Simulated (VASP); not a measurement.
Wanted: the native input for a VASP 6.6.1 run.

```yaml
Task: single point
Functional: PBE
Potentials_or_basis: VASP PAW PBE potentials, release 64 (W_sv, C)
Cutoff: 520 eV
k_mesh: 8 × 8 × 8
Occupations: gaussian, width 0.1 eV
Spin: no spin polarisation
Dipole_correction: no
Further_INCAR_settings: ALGO = Normal; EDIFF = 1e-06; NBANDS = 16
```

The structure of WC lies in POSCAR:

```
WC
1.0
    0.0000000000      2.3506688055      2.3506688055
    2.3506688055      0.0000000000      2.3506688055
    2.3506688055      2.3506688055      0.0000000000
W C
1 1
Direct
    0.0000000000      0.0000000000      0.0000000000
    0.2500000000      0.2500000000      0.2500000000
```

One way to write it, as run:

INCAR

```
PREC = Accurate ; ENCUT = 520
EDIFF = 1E-6 ; ISMEAR = 0
SIGMA = 0.1 ; LREAL = False
LASPH = True ; NELM = 80
ALGO = Normal ; ISIF = 2
LWAVE = False ; LCHARG = False
GGA = PE ; NBANDS = 16
```

KPOINTS

```
regular mesh
0
Gamma
  8 8 8
```

Potentials or basis: VASP PAW PBE potentials, release 64 (W_sv, C).

Launch:

```console
$ cat potpaw_PBE.64/W_sv/POTCAR potpaw_PBE.64/C/POTCAR > POTCAR
$ mpirun -np 1 vasp_std > vasp.out
```

It gave:

| Quantity | Value |
| --- | --- |
| Pressure | 0.3 GPa |
| Band gap on the k mesh | zero (band 9 reaches 9.67 eV, above the bottom of band 10 at 8.63 eV) |

Caveat: spin-orbit coupling is left out, which moves the levels of the heavy elements.

Wall time 6.8 s on 1 thread of Intel(R) Xeon(R) 6975P-C (Granite Rapids), with other jobs on the host, peak memory 0.16 GiB.
